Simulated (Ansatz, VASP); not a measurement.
One calculation of MgS, two programs

Contents of POSCAR:

```
MgS
1.0
    0.0000000000      2.8416341709      2.8416341709
    2.8416341709      0.0000000000      2.8416341709
    2.8416341709      2.8416341709      0.0000000000
Mg S
1 1
Direct
    0.0000000000      0.0000000000      0.0000000000
    0.2500000000      0.2500000000      0.2500000000
```

File INCAR.step1:

```
SYSTEM = MgS
  PREC = Accurate
  ENCUT = 520
  EDIFF = 1E-5
  ISMEAR = 0
  SIGMA = 0.01
  LREAL = .False.
  LASPH = .True.
  NELM = 100
  ALGO = Normal
  ISIF = 2
  LWAVE = .True.
  NBANDS = 11
  GGA = PE
```

Contents of INCAR.step2:

```
SYSTEM = MgS
  PREC = Accurate
  ENCUT = 520
  EDIFF = 1E-7
  ISMEAR = 0
  SIGMA = 0.01
  LREAL = .False.
  LASPH = .True.
  NELM = 100
  ALGO = Normal
  ISIF = 2
  LWAVE = .False.
  LCHARG = .True.
  GGA = PE
  LHFCALC = .True.
  HFSCREEN = 0.2079
  PRECFOCK = Normal
  LELF = .True.
  LVHAR = .True.
  NBANDS = 11
  ISTART = 1
```

The input KPOINTS:

```
regular mesh
0
Gamma
  6 6 6
  0 0 0
```

Input for Ansatz:

```yaml
crystal:
  lattice:
    - [0.0, 2.8416341709, 2.8416341709]
    - [2.8416341709, 0.0, 2.8416341709]
    - [2.8416341709, 2.8416341709, 0.0]
  atoms:
    - { symbol: Mg, position: [0.0, 0.0, 0.0] }
    - { symbol: S, position: [0.25, 0.25, 0.25] }
kpoints:
  mp_grid: { grid: [6, 6, 6] }
  band_path:
    path:
      - [0.0, 0.0, 0.0]
      - [-0.5, -0.5, 0.0]
      - [-0.375, -0.375, 0.25]
      - [-0.375, 0.0, 0.375]
      - [0.0, 0.0, 0.5]
      - [-0.5, -0.25, 0.25]
    npoints: 1
hamiltonian:
  xc: hse06
scf:
  occupations: { method: fixed }
  n_extra_bands: 4
output:
  forces: true
  stress: true
  eigenvalues: true
```

Change from the starting cell: hydrostatic strain +0.4%.

Alike in both runs: task single point; functional HSE06; k mesh 6 × 6 × 6; no spin polarisation.

```csv
,VASP,Ansatz
version,VASP 6.6.1,Ansatz 0.2.0
potentials or method,"VASP PAW PBE potentials, release 64 (Mg, S)","plane waves, PAW"
plane-wave cutoff (eV),520,420
occupations,"gaussian, width 0.01 eV",fixed
valence electrons in the cell,8,16
```

```csv
,VASP,Ansatz,Ansatz less VASP
gap on the k mesh at the Fermi level (eV),4.45,4.47,+0.017
pressure (GPa),-0.8,-0.6,+0.17
```

VASP's potentials hold 8 valence electrons a cell and Ansatz's 16, so a difference there can come from the potentials and not from the codes. Ansatz's warnings: stress exchange threshold loose, stress scf threshold loose.
